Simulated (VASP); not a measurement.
# Ba (Fm-3m) in VASP: further runs

Ba is run at these levels: BLYP; tasks: single point.

Everything below comes from runs of VASP 6.6.1. Logs are shortened: lines on timing, memory, paths and dates and some standing lists are left out, and cuts for length are marked.

### Step 1. The cell of the first run

The structure is cubic, space group Fm-3m (No. 225). Conventional cell: a = 6.453 Å, b = 6.453 Å, c = 6.453 Å, α = 90.00°, β = 90.00°, γ = 90.00°.

### Step 2. Single point, BLYP

INCAR

```
PREC = Accurate
ENCUT = 520
EDIFF = 1E-7
ISMEAR = -1
SIGMA = 0.1
LREAL = False
LASPH = True
NELM = 80
ALGO = Normal
ISIF = 2
LWAVE = False
LCHARG = False
GGA = B5
ALDAX = 1.0
AGGAX = 1.0
AGGAC = 1.0
ALDAC = 0.0
NBANDS = 11
```

KPOINTS

```
regular mesh
0
Gamma
  9 9 9
```

POSCAR

```
Ba
1.0
    0.0000000000      3.2265749296      3.2265749296
    3.2265749296      0.0000000000      3.2265749296
    3.2265749296      3.2265749296      0.0000000000
Ba
1
Direct
    0.0000000000      0.0000000000      0.0000000000
```

Potentials or basis: VASP PAW PBE potentials, release 64 (Ba_sv).

Launch:

```bash
$ cat potpaw_PBE.64/Ba_sv/POTCAR > POTCAR
$ mpirun -np 1 vasp_std > vasp.out
```

OUTCAR:

```text
PREC = Accurate
   ENCUT = 520
   EDIFF = 1E-7
   ISMEAR = -1
   LREAL = False
   LASPH = True
   NELM = 80
   ISIF = 2
   GGA = B5

 ion  position               nearest neighbor table
   1  0.000  0.000  0.000-

  LATTYP: Found a face centered cubic cell.
 ALAT       =     6.4531498592

  Lattice vectors:

 A1 = (   0.0000000000,   3.2265749296,   3.2265749296)
 A2 = (   3.2265749296,   0.0000000000,   3.2265749296)
 A3 = (   3.2265749296,   3.2265749296,   0.0000000000)

Analysis of symmetry for initial positions (statically):
=====================================================================
 Subroutine PRICEL returns:
 Original cell was already a primitive cell.

 Routine SETGRP: Setting up the symmetry group for a
 face centered cubic supercell.

 Subroutine GETGRP returns: Found 48 space group operations
 (whereof 48 operations were pure point group operations)
 out of a pool of 48 trial point group operations.

The static configuration has the point symmetry O_h .

Analysis of symmetry for dynamics (positions and initial velocities):
=====================================================================
 Subroutine PRICEL returns:
 Original cell was already a primitive cell.

 Routine SETGRP: Setting up the symmetry group for a
 face centered cubic supercell.

 Subroutine GETGRP returns: Found 48 space group operations
 (whereof 48 operations were pure point group operations)
 out of a pool of 48 trial point group operations.

The dynamic configuration has the point symmetry O_h .

 Subroutine INISYM returns: Found 48 space group operations
 (whereof 48 operations are pure point group operations),
 and found     1 'primitive' translations

----------------------------------------------------------------------------------------

                                     Primitive cell

  volume of cell :      67.1824

  direct lattice vectors                    reciprocal lattice vectors
     0.000000000  3.226574930  3.226574930    -0.154963083  0.154963083  0.154963083
     3.226574930  0.000000000  3.226574930     0.154963083 -0.154963083  0.154963083
     3.226574930  3.226574930  0.000000000     0.154963083  0.154963083 -0.154963083

  length of vectors
     4.563066025  4.563066025  4.563066025     0.268403934  0.268403934  0.268403934

  position of ions in fractional coordinates (direct lattice)
     0.000000000  0.000000000  0.000000000

  ion indices of the primitive-cell ions
   primitive index   ion index
                 1           1

----------------------------------------------------------------------------------------

 KPOINTS: regular mesh

Automatic generation of k-mesh.
 Grid dimensions read from file:
 generate k-points for:    9    9    9

 Generating k-lattice:

  Cartesian coordinates                     Fractional coordinates (reciprocal lattice)
    -0.017218120  0.017218120  0.017218120     0.111111111  0.000000000  0.000000000
     0.017218120 -0.017218120  0.017218120     0.000000000  0.111111111  0.000000000
     0.017218120  0.017218120 -0.017218120     0.000000000  0.000000000  0.111111111

  Length of vectors
     0.029822659  0.029822659  0.029822659

  Shift w.r.t. Gamma in fractional coordinates (k-lattice)
     0.000000000  0.000000000  0.000000000

 Subroutine IBZKPT returns following result:
 ===========================================

 Found     35 irreducible k-points:

 Following reciprocal coordinates:
            Coordinates               Weight
  0.000000  0.000000  0.000000      1.000000
  0.111111  0.000000  0.000000      8.000000
  0.222222  0.000000  0.000000      8.000000
  0.333333  0.000000  0.000000      8.000000
  0.444444  0.000000  0.000000      8.000000
  0.111111  0.111111  0.000000      6.000000
[... 16 lines left out ...]
 -0.333333  0.333333  0.000000     12.000000
  0.444444  0.444444  0.000000      6.000000
 [... further k-points ...]
   k-points           NKPTS =     35   k-points in BZ     NKDIM =     35   number of bands    NBANDS=     11
   number of dos      NEDOS =    301   number of ions     NIONS =      1
   total plane-waves  NPLWV =  46656
   dimension x,y,z NGX =    36 NGY =   36 NGZ =   36
   dimension x,y,z NGXF=    72 NGYF=   72 NGZF=   72
   ions per type =               1
   NGX,Y,Z   is equivalent  to a cutoff of  13.12, 13.12, 13.12 a.u.
   NGXF,Y,Z  is equivalent  to a cutoff of  26.23, 26.23, 26.23 a.u.
 SYSTEM =  unknown system
   PREC   = accura    normal or accurate (medium, high low for compatibility)
   ISTART =      0    job   : 0-new  1-cont  2-samecut
   ICHARG =      2    charge: 1-file 2-atom 10-const
   ISPIN  =      1    spin polarized calculation?
   LNONCOLLINEAR =      F non collinear calculations
   LSORBIT =      F    spin-orbit coupling
   LASPH  =      T    aspherical Exc in radial PAW
   ENCUT  =  520.0 eV  38.22 Ry    6.18 a.u.   8.48  8.48  8.48*2*pi/ulx,y,z
   NELM   =     80;   NELMIN=  2; NELMDL= -5     # of ELM steps
   EDIFF  = 0.1E-06   stopping-criterion for ELM
   LREAL  =      F    real-space projection
   EDIFFG = 0.1E-05   stopping-criterion for IOM
   NSW    =      0    number of steps for IOM
   IBRION =     -1    ionic relax: 0-MD 1-quasi-New 2-CG
   NFREE  =      0    steps in history (QN), initial steepest desc. (CG)
   ISIF   =      2    stress and relaxation
   ISYM   =      2    0-nonsym 1-usesym 2-fastsym
   POTIM  = 0.5000    time-step for ionic-motion
   TEBEG  =    0.0;   TEEND  =   0.0 temperature during run
   PSTRESS=    0.0 pullay stress
   NELECT =      10.0000    total number of electrons
   NUPDOWN=      -1.0000    fix difference up-down
   EMIN   =  10.00;   EMAX   =-10.00  energy-range for DOS
   EFERMI =   0.00;   METHOD = LEGACY
   ISMEAR =    -1;   SIGMA  =   0.10  broadening in eV -4-tet -1-fermi 0-gaus
   EFERMI_NEDOS =   21; number of points for ismear=-14 and -15
   IALGO  =     38    algorithm
   IMIX   =      4    mixing-type and parameters
     AMIX     =   0.40;   BMIX     =  1.00
     AMIX_MAG =   1.60;   BMIX_MAG =  1.00
  volume/ion in A,a.u.               =      67.18       453.37
  Fermi-wavevector in a.u.,A,eV,Ry     =   0.867607  1.639540 10.241677  0.752742
  Thomas-Fermi vector in A             =   1.986165
   LORBIT       =      0    0 simple, 1 ext, 2 COOP (PROOUT), +10 PAW based schemes
   GGA     = B5    functional components
   LHFCALC =     F    Hartree Fock is set to
   AEXX    =    0.0000 exact exchange contribution
   IVDW    =     0    specifies the selected vdW correction
   LEPSILON=     F    determine dielectric tensor
   LRPA    =     F    only Hartree local field effects (RPA)
 non-spin polarized calculation
  energy-cutoff  :      520.00
  volume of cell :       67.18
 maximum number of plane-waves:      1829
 NGX is ok and might be reduce to    36
   NGX = 17   NGY = 17   NGZ = 17

 number of electron      10.0000000 magnetization

 Free energy of the ion-electron system (eV)
  ---------------------------------------------------
  ext. energy  EPLUGINS =         0.00000000
  ---------------------------------------------------
  free energy    TOTEN  =        -1.26100660 eV

  energy without entropy =       -1.20170500  energy(sigma->0) =       -1.23135580

 E-fermi :   1.9573     XC(G=0):  -6.7284

 val. band max:        1.9084329494   @ k =  -0.3333   0.4444   0.2222
 cond. band min:       1.9607579099   @ k =  -0.3333   0.3333   0.0000
 fundamental gap:      0.0523249605
 Fermi energy:         1.9572599802

 k-point     1 :       0.0000    0.0000    0.0000
  band No.  band energies     occupation
      1     -27.1078      2.00000
      2     -12.1532      2.00000
      3     -12.1532      2.00000
      4     -12.1532      2.00000
      5      -0.7306      2.00000
      6       3.5348      0.00000
      7       3.5348      0.00000
      8       3.5348      0.00000
      9       4.9229      0.00000
     10       4.9229      0.00000
     11       7.9403      0.00000

 k-point     2 :       0.1111    0.0000    0.0000
  band No.  band energies     occupation
      1     -27.1043      2.00000
      2     -12.1990      2.00000
      3     -12.1591      2.00000
      4     -12.1591      2.00000
      5      -0.5285      2.00000
      6       3.3218      0.00000
      7       3.6264      0.00000
      8       3.6264      0.00000
      9       4.8176      0.00000
     10       4.8176      0.00000
     11       8.3848      0.00000

 k-point     3 :       0.2222    0.0000    0.0000
  band No.  band energies     occupation
      1     -27.0954      2.00000
      2     -12.3118      2.00000
      3     -12.1740      2.00000
      4     -12.1740      2.00000
      5       0.0081      2.00000
      6       2.9413      0.00011
      7       3.7183      0.00000
      8       3.7183      0.00000
      9       4.8200      0.00000
     10       4.8200      0.00000
     11       8.1910      0.00000

 k-point     4 :       0.3333    0.0000    0.0000
  band No.  band energies     occupation
      1     -27.0853      2.00000
      2     -12.4354      2.00000
      3     -12.1908      2.00000
      4     -12.1908      2.00000
      5       0.6365      2.00000
      6       2.7706      0.00059
      7       3.5743      0.00000
      8       3.5743      0.00000
      9       5.3082      0.00000
     10       5.3082      0.00000
     11       7.5808      0.00000
[... 239 lines left out ...]
 k-point    22 :      -0.4444    0.3333    0.0000
  band No.  band energies     occupation
      1     -27.0692      2.00000
      2     -12.4565      2.00000
      3     -12.3417      2.00000
      4     -12.2619      2.00000
      5       1.6087      1.94054
      6       2.0875      0.42760
      7       3.1814      0.00001
      8       4.7695      0.00000
      9       6.0012      0.00000
     10       6.1113      0.00000
     11       7.1109      0.00000

 k-point    23 :      -0.3333    0.3333    0.0000
  band No.  band energies     occupation
      1     -27.0702      2.00000
      2     -12.4043      2.00000
      3     -12.4016      2.00000
      4     -12.2414      2.00000
      5       1.9608      0.98251
      6       2.1394      0.27852
      7       2.9061      0.00015
      8       4.4185      0.00000
      9       5.4601      0.00000
     10       5.8098      0.00000
     11       8.3452      0.00000

 k-point    24 :       0.4444    0.4444    0.0000
  band No.  band energies     occupation
      1     -27.0690      2.00000
      2     -12.4915      2.00000
      3     -12.2835      2.00000
      4     -12.2835      2.00000
      5       1.2014      1.99896
      6       1.8252      1.57855
      7       3.7711      0.00000
      8       5.9625      0.00000
      9       6.0013      0.00000
     10       6.0013      0.00000
     11       7.7720      0.00000

 [... further k-points ...]

------------------------ aborting loop because EDIFF is reached ----------------------------------------

  FORCE on cell =-STRESS in cart. coord.  units (eV):
  Direction    XX          YY          ZZ          XY          YZ          ZX
  --------------------------------------------------------------------------------------
  -------------------------------------------------------------------------------------
  Total        0.0275091      0.0275091      0.0275091      0.0000000     -0.0000000      0.0000000
  in kB        0.6560418      0.6560418      0.6560418      0.0000000     -0.0000000      0.0000000
  external PRESSURE =       0.6560418 kB  Pullay stress =       0.0000000 kB

 VOLUME and BASIS-vectors are now :
 -----------------------------------------------------------------------------
  energy-cutoff  :      520.00
  volume of cell :       67.18
      direct lattice vectors                 reciprocal lattice vectors
     0.000000000  3.226574930  3.226574930    -0.154963083  0.154963083  0.154963083
     3.226574930  0.000000000  3.226574930     0.154963083 -0.154963083  0.154963083
     3.226574930  3.226574930  0.000000000     0.154963083  0.154963083 -0.154963083

 POSITION                                       TOTAL-FORCE (eV/Angst)
 -----------------------------------------------------------------------------------
      0.00000      0.00000      0.00000        -0.000000     -0.000000     -0.000000
 -----------------------------------------------------------------------------------
    total drift:                               -0.000000     -0.000000     -0.000000

  FREE ENERGIE OF THE ION-ELECTRON SYSTEM (eV)
  ---------------------------------------------------
  free  energy   TOTEN  =        -1.2610066010 eV

  energy  without entropy=       -1.2017049977  energy(sigma->0) =       -1.23135580
```

Wall time 56 s (1 thread of AMD EPYC 7R43 (Zen 3), shared host); peak memory 0.16 GiB.

Results:

- Free energy: -1.2610 eV
- Pressure: 0.1 GPa
- Band gap on the k mesh: zero (band 5 reaches 2.03 eV, above the bottom of band 6 at 1.83 eV)

Caveat: the PAW data sets were made with another functional, which shifts forces and pressure a little; spin-orbit coupling is left out, which moves the levels of the heavy elements.

(Part 1 of 2 ends here.)
